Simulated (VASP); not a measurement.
Wanted: the native input for a VASP 6.6.1 run.

```
Task                   : relaxation of cell and atoms
Functional             : PBE
Potentials or basis    : VASP PAW PBE potentials, release 64 (Si, Cl)
Cutoff                 : 600 eV
k mesh                 : 4 × 4 × 4
Occupations            : gaussian, width 0.1 eV
Spin                   : no spin polarisation
Dipole correction      : no
Further INCAR settings : ALGO = Normal; EDIFF = 1e-06; IBRION = 2; EDIFFG = -0.04; NSW = 90; ISIF = 3
```

The structure of Si4Cl lies in POSCAR:

```
Si4Cl
1.0
    4.4968647200      0.0000000000      0.0000000000
    0.0000000000      4.4968647200      0.0000000000
    0.0000000000      0.0000000000      4.4968647200
Si Cl
4 1
Direct
    0.0000000000      0.0000000000      0.0000000000
    0.5000000000      0.5000000000      0.0000000000
    0.5000000000      0.0000000000      0.5000000000
    0.0000000000      0.5000000000      0.5000000000
    0.5000000000      0.5000000000      0.5000000000
```

These files were run (other wordings do the same):

INCAR

```
SYSTEM = Si4Cl
PREC = Accurate
ENCUT = 600
EDIFF = 1E-6
ISMEAR = 0
SIGMA = 0.1
LREAL = .FALSE.
LASPH = .TRUE.
NELM = 80
ALGO = Normal
ISIF = 3
LWAVE = .FALSE.
LCHARG = .FALSE.
GGA = PE
IBRION = 2
NSW = 90
EDIFFG = -0.04
```

KPOINTS

```
regular mesh
0
G
  4 4 4
  0 0 0
```

Potentials or basis: VASP PAW PBE potentials, release 64 (Si, Cl).

The run is started by

```bash
$ cat potpaw_PBE.64/Si/POTCAR potpaw_PBE.64/Cl/POTCAR > POTCAR
$ mpirun -np 1 vasp_std > vasp.out
```

It gave:

| Item | Value |
| --- | --- |
| Relaxed volume | 20.82 Å³/atom |
| Relaxed cell | a = 4.704 Å, b = 4.704 Å, c = 4.704 Å, α = 90.00°, β = 90.00°, γ = 90.00° |
| Space group after relaxing (to 0.05 Å) | Pm-3m (No. 221) |
| Energy gained by relaxing | 57.7 meV/atom |
| Ionic steps | 3 |
| Pressure after relaxing | 0.0 GPa |

Caveat: an odd number of electrons without spin polarisation forces a metal; a magnetic or distorted state may lie lower.

Run time: 18 s on 1 thread of AMD EPYC 9R45 (Zen 5) (shared host), peak memory 0.16 GiB.
